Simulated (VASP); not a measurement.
Input of a VASP 6.6.1 run:

Contents of INCAR:

```
SYSTEM = TiN
  ALGO = Normal
  EDIFF = 1E-6
  ENCUT = 520
  GGA = PE
  ISIF = 2
  ISMEAR = 0
  LASPH = .TRUE.
  LCHARG = .TRUE.
  LELF = .TRUE.
  LREAL = .FALSE.
  LVHAR = .TRUE.
  LWAVE = .FALSE.
  NBANDS = 16
  NELM = 100
  PREC = Accurate
  SIGMA = 0.1
```

The input KPOINTS:

```
k-points
0
G
  20 20 20
  0 0 0
```

Contents of POSCAR:

```
TiN
1.0
    0.0000000000      2.1233771411      2.1233771411
    2.1233771411      0.0000000000      2.1233771411
    2.1233771411      2.1233771411      0.0000000000
Ti N
1 1
Direct
    0.0000000000      0.0000000000      0.0000000000
    0.5000000000      0.5000000000      0.5000000000
```

Potentials or basis: VASP PAW PBE potentials, release 64 (Ti_sv, N).

Run with:

```bash
$ cat potpaw_PBE.64/Ti_sv/POTCAR potpaw_PBE.64/N/POTCAR > POTCAR
$ mpirun -np 1 vasp_std > vasp.out
```

Question: Predict the pressure.

Answer: 0.4 GPa.

Question: What does it give for the band gap on the k mesh?

Answer: Zero (an odd number of electrons rules out a gap without spin polarisation).
